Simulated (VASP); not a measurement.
Here is a VASP 6.6.1 calculation.

File INCAR:

```
PREC     = Accurate       # precision mode
ENCUT    = 520            # plane-wave cutoff, eV
EDIFF    = 1E-6           # SCF threshold, eV
ISMEAR   = -1             # smearing method
SIGMA    = 0.02           # smearing width, eV
LREAL    = False          # projectors in reciprocal space
LASPH    = True           # aspherical terms in the spheres
NELM     = 100            # most SCF steps
ALGO     = Normal         # electronic algorithm
ISIF     = 2              # what is computed and relaxed
LWAVE    = False          # write WAVECAR
LCHARG   = False          # write CHGCAR
LDIPOL   = True         
IDIPOL   = 3            
DIPOL    = 0.5 0.5 0.500
GGA      = CA             # functional
NBANDS   = 36             # bands
```

The input KPOINTS:

```
regular mesh
0
Gamma
  7 5 1
```

Contents of POSCAR:

```
ZnSe
1.0
    3.9370274877      0.0000000000      0.0000000000
    0.0000000000      5.5677976685      0.0000000000
    0.0000000000      0.0000000000     19.9370000000
Zn Se
3 3
Direct
    0.2500000000      0.1250000000      0.4012632922
    0.7500000000      0.6250000000      0.5000000000
    0.2500000000      0.1250000000      0.5987367078
    0.7500000000      0.8750000000      0.4012632922
    0.2500000000      0.3750000000      0.5000000000
    0.7500000000      0.8750000000      0.5987367078
```

Potentials or basis: VASP PAW LDA potentials, release 64 (Zn, Se).

The run is started by

```sh
$ cat potpaw_LDA.64/Zn/POTCAR potpaw_LDA.64/Se/POTCAR > POTCAR
$ mpirun -np 1 vasp_std > vasp.out
```

Task: What does it give for the band gap on the k mesh?

Result: 0.90 eV, direct.

Task: Estimate the largest force.

Result: 1.546 eV/Å.

Forces in eV/Å, atoms in the order of the input:
```
Zn   0.000 -1.209  0.964
Zn   0.000  0.460  0.000
Zn   0.000 -1.209 -0.964
Se   0.000  0.616 -1.073
Se   0.000  0.726  0.000
Se   0.000  0.616  1.073
```
